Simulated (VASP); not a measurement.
Crystal: Li3Au.

```
Li Au
1.0
     4.45619    0.00000    0.00000
     2.22809    3.85917    0.00000
     2.22809    1.28639    3.63846
Li Au
3 1
Direct
  0.25000 0.25000 0.25000
  0.75000 0.75000 0.75000
  0.50000 0.50000 0.50000
  0.00000 0.00000 0.00000
```

| Item | Value |
| --- | --- |
| Program | VASP 6.6.1 |
| Task | relaxation of cell and atoms |
| Functional | PBEsol |
| Potentials or basis | VASP PAW PBE potentials, release 64 (Li_sv, Au) |
| Cutoff | 600 eV |
| k mesh | 6 × 6 × 6 |
| Occupations | methfessel-paxton, width 0.1 eV |
| Spin | no spin polarisation |

At the start: pressure -1.5 GPa; volume 15.64 Å³/atom.

Task: How do energy, volume and symmetry change on relaxing?

Result: Over 3 steps the energy falls by 3.4 meV/atom and the volume is 14.96 Å³/atom (-4.4 %); space group Fm-3m (No. 225, to 0.1 Å) before and after.

Step by step:
| step | energy change (eV) | largest force (eV/Å) | pressure (GPa) | volume (Å³) |
| --- | --- | --- | --- | --- |
| 1 | 0.0000 | 0.0000 | -1.52 | 62.57 |
| 2 | -0.0099 | 0.0000 | -0.84 | 61.24 |
| 3 | -0.0137 | 0.0000 | -0.03 | 59.85 |

Final structure:
```cif
data_structure
_symmetry_space_group_name_H-M 'P 1'
_symmetry_Int_Tables_number 1
_cell_length_a 4.3906
_cell_length_b 4.3906
_cell_length_c 4.3906
_cell_angle_alpha 60.000
_cell_angle_beta 60.000
_cell_angle_gamma 60.000
_cell_volume 59.85
loop_
_atom_site_label
_atom_site_type_symbol
_atom_site_fract_x
_atom_site_fract_y
_atom_site_fract_z
_atom_site_occupancy
Li1 Li 0.25000 0.25000 0.25000 1
Li2 Li 0.75000 0.75000 0.75000 1
Li3 Li 0.50000 0.50000 0.50000 1
Au1 Au 0.00000 0.00000 0.00000 1
```

Caveat: the cutoff is under 1.25 times the usual one of these potentials, so pressure, stress and relaxed cells hold a basis-set (Pulay) error; the PAW data sets were made with another functional, which shifts forces and pressure a little.
